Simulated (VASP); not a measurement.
# CaSiAu (P-6m2) in VASP: density of states with LDA

Aim: the density of states of CaSiAu with LDA.

Everything below comes from runs of VASP 6.6.1. Logs are shortened: lines on timing, memory, paths and dates and some standing lists are left out, and cuts for length are marked.

## (1) The cell of the first run

Symmetry: P-6m2, No. 187, hexagonal system. The conventional cell has a = 4.328 Å, b = 4.328 Å, c = 3.942 Å, α = 90.00°, β = 90.00°, γ = 120.00°. Ca (site symmetry -6m2) has 6 Si at 3.18 Å and 6 Au at 3.18 Å and 2 Ca at 3.94 Å within 4.2 Å. Within 3.3 Å of Si (site symmetry -6m2) lie 3 Au at 2.50 Å and 6 Ca at 3.18 Å. Within 3.3 Å of Au (site symmetry -6m2) lie 3 Si at 2.50 Å and 6 Ca at 3.18 Å.

## (2) Density of states, LDA

POSCAR reads:

```
CaSiAu
1.0
    4.3275936236      0.0000000000      0.0000000000
   -2.1637968118      3.7478060153      0.0000000000
    0.0000000000      0.0000000000      3.9424951600
Ca Si Au
1 1 1
Direct
    0.3333333300      0.6666666700      0.0000000000
    0.0000000000      0.0000000000      0.5000000000
    0.6666666700      0.3333333300      0.5000000000
```

INCAR.step1 reads:

```
SYSTEM = CaSiAu
PREC     = Accurate       ! precision mode
ENCUT    = 520            ! plane-wave cutoff, eV
EDIFF    = 1E-7           ! SCF threshold, eV
ISMEAR   = 0              ! smearing method
SIGMA    = 0.05           ! smearing width, eV
LREAL    = .FALSE.        ! projectors in reciprocal space
LASPH    = .TRUE.         ! aspherical terms in the spheres
NELM     = 60             ! most SCF steps
ALGO     = Normal         ! electronic algorithm
ISIF     = 2              ! what is computed and relaxed
LWAVE    = .FALSE.        ! write WAVECAR
LCHARG   = .TRUE.         ! write CHGCAR
LMAXMIX  = 4              ! l up to which the mixer works
NBANDS   = 20             ! bands
```

KPOINTS.step1 reads:

```
Automatic mesh
0
G
  9 9 8
  0 0 0
```

INCAR.step2 reads:

```
SYSTEM = CaSiAu
PREC     = Accurate       ! precision mode
ENCUT    = 520            ! plane-wave cutoff, eV
EDIFF    = 1E-7           ! SCF threshold, eV
ISMEAR   = -5             ! smearing method
SIGMA    = 0.05           ! smearing width, eV
LREAL    = .FALSE.        ! projectors in reciprocal space
LASPH    = .TRUE.         ! aspherical terms in the spheres
NELM     = 60             ! most SCF steps
ALGO     = Normal         ! electronic algorithm
ISIF     = 2              ! what is computed and relaxed
LWAVE    = .FALSE.        ! write WAVECAR
LCHARG   = .FALSE.        ! write CHGCAR
LMAXMIX  = 4              ! l up to which the mixer works
LORBIT   = 11             ! projections on sites
NEDOS    = 2001           ! points of the DOS
ICHARG   = 11             ! starting density
```

KPOINTS.step2 reads:

```
Automatic mesh
0
G
  14 14 12
  0 0 0
```

Potentials or basis: VASP PAW LDA potentials, release 64 (Ca_sv, Si, Au).

Run with:

```bash
> cat potpaw_LDA.64/Ca_sv/POTCAR potpaw_LDA.64/Si/POTCAR potpaw_LDA.64/Au/POTCAR > POTCAR
> cp INCAR.step1 INCAR
> cp KPOINTS.step1 KPOINTS
> mpirun -np 1 vasp_std > vasp.out
> cp INCAR.step2 INCAR
> cp KPOINTS.step2 KPOINTS
> mpirun -np 1 vasp_std > vasp.out
```

OUTCAR:

```text
SYSTEM = CaSiAu
   PREC = Accurate
   ENCUT = 520
   EDIFF = 1E-7
   ISMEAR = -5
   LREAL = .FALSE.
   LASPH = .TRUE.
   NELM = 60
   ISIF = 2
   LORBIT = 11
   ICHARG = 11

 ion  position               nearest neighbor table
   1  0.333  0.667  0.000-   3 3.18   3 3.18   3 3.18   3 3.18   3 3.18   3 3.18
   2  0.000  0.000  0.500-   3 2.50   3 2.50   3 2.50
   3  0.667  0.333  0.500-   2 2.50   2 2.50   2 2.50   1 3.18   1 3.18   1 3.18   1 3.18   1 3.18
                             1 3.18

  LATTYP: Found a hexagonal cell.
 ALAT       =     4.3275936236
 C/A-ratio  =     0.9110132565

  Lattice vectors:

 A1 = (   4.3275936236,   0.0000000000,   0.0000000000)
 A2 = (  -2.1637968118,   3.7478060153,   0.0000000000)
 A3 = (   0.0000000000,   0.0000000000,   3.9424951600)

Analysis of symmetry for initial positions (statically):
=====================================================================
 Subroutine PRICEL returns:
 Original cell was already a primitive cell.

 Routine SETGRP: Setting up the symmetry group for a
 hexagonal supercell.

 Subroutine GETGRP returns: Found 12 space group operations
 (whereof 12 operations were pure point group operations)
 out of a pool of 24 trial point group operations.

The static configuration has the point symmetry D_3h.

Analysis of symmetry for dynamics (positions and initial velocities):
=====================================================================
 Subroutine PRICEL returns:
 Original cell was already a primitive cell.

 Routine SETGRP: Setting up the symmetry group for a
 hexagonal supercell.

 Subroutine GETGRP returns: Found 12 space group operations
 (whereof 12 operations were pure point group operations)
 out of a pool of 24 trial point group operations.

The dynamic configuration has the point symmetry D_3h.

 Subroutine INISYM returns: Found 12 space group operations
 (whereof 12 operations are pure point group operations),
 and found     1 'primitive' translations

----------------------------------------------------------------------------------------

                                     Primitive cell

  volume of cell :      63.9433

  direct lattice vectors                    reciprocal lattice vectors
     4.327593624  0.000000000  0.000000000     0.231075301  0.133411387  0.000000000
    -2.163796812  3.747806015  0.000000000     0.000000000  0.266822775  0.000000000
     0.000000000  0.000000000  3.942495160     0.000000000  0.000000000  0.253646475

  length of vectors
     4.327593624  4.327593624  3.942495160     0.266822775  0.266822775  0.253646475

  position of ions in fractional coordinates (direct lattice)
     0.333333330  0.666666670  0.000000000
     0.000000000  0.000000000  0.500000000
     0.666666670  0.333333330  0.500000000

  ion indices of the primitive-cell ions
   primitive index   ion index
                 1           1
                 2           2
                 3           3

----------------------------------------------------------------------------------------

 KPOINTS: Automatic mesh

Automatic generation of k-mesh.
 Grid dimensions read from file:
 generate k-points for:   14   14   12

 Generating k-lattice:

  Cartesian coordinates                     Fractional coordinates (reciprocal lattice)
     0.016505379  0.009529385  0.000000000     0.071428571  0.000000000  0.000000000
     0.000000000  0.019058770  0.000000000     0.000000000  0.071428571  0.000000000
     0.000000000  0.000000000  0.021137206     0.000000000  0.000000000  0.083333333

  Length of vectors
     0.019058770  0.019058770  0.021137206

  Shift w.r.t. Gamma in fractional coordinates (k-lattice)
     0.000000000  0.000000000  0.000000000

 TETIRR: Found   2436 inequivalent tetrahedra from    14112

 Subroutine IBZKPT returns following result:
 ===========================================

 Found    168 irreducible k-points:

 Following reciprocal coordinates:
            Coordinates               Weight
  0.000000  0.000000  0.000000      1.000000
  0.071429  0.000000  0.000000      6.000000
  0.142857  0.000000  0.000000      6.000000
  0.214286  0.000000  0.000000      6.000000
  0.285714  0.000000  0.000000      6.000000
  0.357143  0.000000  0.000000      6.000000
[... 16 lines left out ...]
  0.285714  0.285714  0.000000      6.000000
  0.357143  0.285714  0.000000      6.000000
 [... further k-points ...]
   k-points           NKPTS =    168   k-points in BZ     NKDIM =    168   number of bands    NBANDS=     16
   number of dos      NEDOS =   2001   number of ions     NIONS =      3
   total plane-waves  NPLWV =  30720
   dimension x,y,z NGX =    32 NGY =   32 NGZ =   30
   dimension x,y,z NGXF=    64 NGYF=   64 NGZF=   60
   ions per type =               1   1   1
   NGX,Y,Z   is equivalent  to a cutoff of  12.29, 12.29, 12.65 a.u.
   NGXF,Y,Z  is equivalent  to a cutoff of  24.59, 24.59, 25.30 a.u.
 SYSTEM =  CaSiAu
   PREC   = accura    normal or accurate (medium, high low for compatibility)
   ISTART =      0    job   : 0-new  1-cont  2-samecut
   ICHARG =     11    charge: 1-file 2-atom 10-const
   ISPIN  =      1    spin polarized calculation?
   LNONCOLLINEAR =      F non collinear calculations
   LSORBIT =      F    spin-orbit coupling
   LASPH  =      T    aspherical Exc in radial PAW
   ENCUT  =  520.0 eV  38.22 Ry    6.18 a.u.   8.05  8.05  7.33*2*pi/ulx,y,z
   NELM   =     60;   NELMIN=  2; NELMDL=  0     # of ELM steps
   EDIFF  = 0.1E-06   stopping-criterion for ELM
   LREAL  =      F    real-space projection
   EDIFFG = 0.1E-05   stopping-criterion for IOM
   NSW    =      0    number of steps for IOM
   IBRION =     -1    ionic relax: 0-MD 1-quasi-New 2-CG
   NFREE  =      0    steps in history (QN), initial steepest desc. (CG)
   ISIF   =      2    stress and relaxation
   ISYM   =      2    0-nonsym 1-usesym 2-fastsym
   POTIM  = 0.5000    time-step for ionic-motion
   TEBEG  =    0.0;   TEEND  =   0.0 temperature during run
   PSTRESS=    0.0 pullay stress
   NELECT =      25.0000    total number of electrons
   NUPDOWN=      -1.0000    fix difference up-down
   EMIN   =  10.00;   EMAX   =-10.00  energy-range for DOS
   EFERMI =   0.00;   METHOD = LEGACY
   ISMEAR =    -5;   SIGMA  =   0.05  broadening in eV -4-tet -1-fermi 0-gaus
   EFERMI_NEDOS =   21; number of points for ismear=-14 and -15
   IALGO  =     38    algorithm
   IMIX   =      4    mixing-type and parameters
     AMIX     =   0.40;   BMIX     =  1.00
     AMIX_MAG =   1.60;   BMIX_MAG =  1.00
  volume/ion in A,a.u.               =      21.31       143.84
  Fermi-wavevector in a.u.,A,eV,Ry     =   1.197080  2.262154 19.497163  1.433001
  Thomas-Fermi vector in A             =   2.333004
   LORBIT       =     11    0 simple, 1 ext, 2 COOP (PROOUT), +10 PAW based schemes
   GGA     = CA    functional components
   LHFCALC =     F    Hartree Fock is set to
   AEXX    =    0.0000 exact exchange contribution
   IVDW    =     0    specifies the selected vdW correction
   LEPSILON=     F    determine dielectric tensor
   LRPA    =     F    only Hartree local field effects (RPA)
 non-spin polarized calculation
 Fermi weights with tetrahedron method with Bloechl corrections
  energy-cutoff  :      520.00
  volume of cell :       63.94
 maximum number of plane-waves:      1740

 number of electron      25.0000002 magnetization

 Free energy of the ion-electron system (eV)
  ---------------------------------------------------
  ext. energy  EPLUGINS =         0.00000000
  ---------------------------------------------------
  free energy    TOTEN  =       -14.72432413 eV

  energy without entropy =      -14.72432413  energy(sigma->0) =      -14.72432413

 E-fermi :   5.8223     XC(G=0): -10.5388

 val. band max:        5.8336336626   @ k =   0.2143   0.0000   0.0833
 cond. band min:       5.7574732646   @ k =   0.4286   0.0714   0.5000
 fundamental gap:     -0.0761603980
 Fermi energy:         5.8223097434

 k-point     1 :       0.0000    0.0000    0.0000
  band No.  band energies     occupation
      1     -34.4634      2.00000
      2     -15.7859      2.00000
      3     -15.7859      2.00000
      4     -15.7661      2.00000
      5      -3.9783      2.00000
      6      -0.0875      2.00000
[... 8 lines left out ...]
     15       8.4517      0.00000
     16       9.8158      0.00000

 k-point     2 :       0.0714    0.0000    0.0000
  band No.  band energies     occupation
      1     -34.4632      2.00000
      2     -15.7888      2.00000
      3     -15.7865      2.00000
      4     -15.7659      2.00000
      5      -3.9240      2.00000
      6      -0.1084      2.00000
[... 8 lines left out ...]
     15       8.5835      0.00000
     16       9.8333      0.00000

 k-point     3 :       0.1429    0.0000    0.0000
  band No.  band energies     occupation
      1     -34.4628      2.00000
      2     -15.7969      2.00000
      3     -15.7880      2.00000
      4     -15.7654      2.00000
      5      -3.7653      2.00000
      6      -0.1625      2.00000
[... 8 lines left out ...]
     15       8.9901      0.00000
     16       9.7896      0.00000

 k-point     4 :       0.2143    0.0000    0.0000
  band No.  band energies     occupation
      1     -34.4622      2.00000
      2     -15.8085      2.00000
      3     -15.7903      2.00000
      4     -15.7646      2.00000
      5      -3.5170      2.00000
      6      -0.2253      2.00000
[... 8 lines left out ...]
     15       9.3032      0.00000
     16       9.8858      0.00000

 k-point     5 :       0.2857    0.0000    0.0000
  band No.  band energies     occupation
      1     -34.4615      2.00000
      2     -15.8213      2.00000
      3     -15.7928      2.00000
      4     -15.7638      2.00000
      5      -3.2082      2.00000
      6      -0.2590      2.00000
[... 8 lines left out ...]
     15       9.3676      0.00000
     16       9.8169      0.00000

 k-point     6 :       0.3571    0.0000    0.0000
  band No.  band energies     occupation
      1     -34.4608      2.00000
      2     -15.8328      2.00000
      3     -15.7951      2.00000
      4     -15.7630      2.00000
      5      -2.8916      2.00000
      6      -0.2168      2.00000
[... 8 lines left out ...]
     15       9.5154      0.00000
     16       9.8284      0.00000
[... 267 lines left out ...]
 k-point    21 :       0.2857    0.2143    0.0000
  band No.  band energies     occupation
      1     -34.4603      2.00000
      2     -15.8328      2.00000
      3     -15.8079      2.00000
      4     -15.7623      2.00000
      5      -2.5843      2.00000
      6      -0.1400      2.00000
[... 8 lines left out ...]
     15       8.9328      0.00000
     16       8.9383      0.00000

 k-point    22 :       0.3571    0.2143    0.0000
  band No.  band energies     occupation
      1     -34.4600      2.00000
      2     -15.8346      2.00000
      3     -15.8111      2.00000
      4     -15.7620      2.00000
      5      -2.4493      2.00000
      6       0.0287      2.00000
[... 8 lines left out ...]
     15       8.6741      0.00000
     16       9.2061      0.00000

 k-point    23 :       0.2857    0.2857    0.0000
  band No.  band energies     occupation
      1     -34.4600      2.00000
      2     -15.8311      2.00000
      3     -15.8153      2.00000
      4     -15.7619      2.00000
      5      -2.4359      2.00000
      6       0.0241      2.00000
[... 8 lines left out ...]
     15       8.7753      0.00000
     16       8.8631      0.00000

 k-point    24 :       0.3571    0.2857    0.0000
  band No.  band energies     occupation
      1     -34.4599      2.00000
      2     -15.8289      2.00000
      3     -15.8196      2.00000
      4     -15.7618      2.00000
      5      -2.3832      2.00000
      6       0.1569      2.00000
[... 8 lines left out ...]
     15       8.7806      0.00000
     16       9.1442      0.00000

 [... further k-points ...]

------------------------ aborting loop because EDIFF is reached ----------------------------------------

  FORCE on cell =-STRESS in cart. coord.  units (eV):
  Direction    XX          YY          ZZ          XY          YZ          ZX
  --------------------------------------------------------------------------------------
  -------------------------------------------------------------------------------------
  Total       -1.7179033     -1.7179033     -0.9505621     -0.0000000      0.0000000      0.0000000
  in kB      -43.0441913    -43.0441913    -23.8175097     -0.0000000      0.0000000      0.0000000
  external PRESSURE =     -36.6352974 kB  Pullay stress =       0.0000000 kB

 VOLUME and BASIS-vectors are now :
 -----------------------------------------------------------------------------
  energy-cutoff  :      520.00
  volume of cell :       63.94
      direct lattice vectors                 reciprocal lattice vectors
     4.327593624  0.000000000  0.000000000     0.231075301  0.133411387  0.000000000
    -2.163796812  3.747806015  0.000000000     0.000000000  0.266822775  0.000000000
     0.000000000  0.000000000  3.942495160     0.000000000  0.000000000  0.253646475

 POSITION                                       TOTAL-FORCE (eV/Angst)
 -----------------------------------------------------------------------------------
     -0.00000      2.49854      0.00000         0.000000      0.000000      0.000000
      0.00000      0.00000      1.97125        -0.000000     -0.000000      0.000000
      2.16380      1.24927      1.97125        -0.000000     -0.000000      0.000000
 -----------------------------------------------------------------------------------
    total drift:                                0.000648     -0.000374      0.000000

  FREE ENERGIE OF THE ION-ELECTRON SYSTEM (eV)
  ---------------------------------------------------
  free  energy   TOTEN  =       -14.7243241258 eV

  energy  without entropy=      -14.7243241258  energy(sigma->0) =      -14.72432413

 total charge

# of ion       s       p       d       tot
------------------------------------------
    1        2.039   5.847   0.254   8.140
    2        0.782   0.837   0.000   1.619
    3        0.726   0.478   8.625   9.829
--------------------------------------------------
tot          3.546   7.162   8.879  19.588
```

Run time: 1.9 min. Hardware: 1 thread of Intel Xeon Platinum 8259CL at 2.50GHz (Skylake/Cascade Lake), shared host; peak memory 0.32 GiB.

Results:

```yaml
Valence_electrons_inside_the_program's_atomic_spheres: Ca 8.14; Si 1.62; Au 9.83
```

Levels at points of the mesh, in eV from the Fermi level:
```csv
k point,band 10,band 11,band 12,band 13,band 14,band 15
"(0.00, 0.00, 0.00)",-4.67,0.32,0.50,0.50,0.86,2.63
"(0.50, 0.00, 0.00)",-4.77,-4.75,-0.92,0.87,1.15,4.02
"(0.00, 0.00, 0.50)",-3.92,-3.91,2.08,2.08,2.60,2.65
"(0.50, 0.00, 0.50)",-4.37,-3.55,-1.32,-1.26,-0.14,3.49
```

Caveat: spin-orbit coupling is left out, which moves the levels of the heavy elements; tetrahedron occupations give inexact forces and stress in metals.
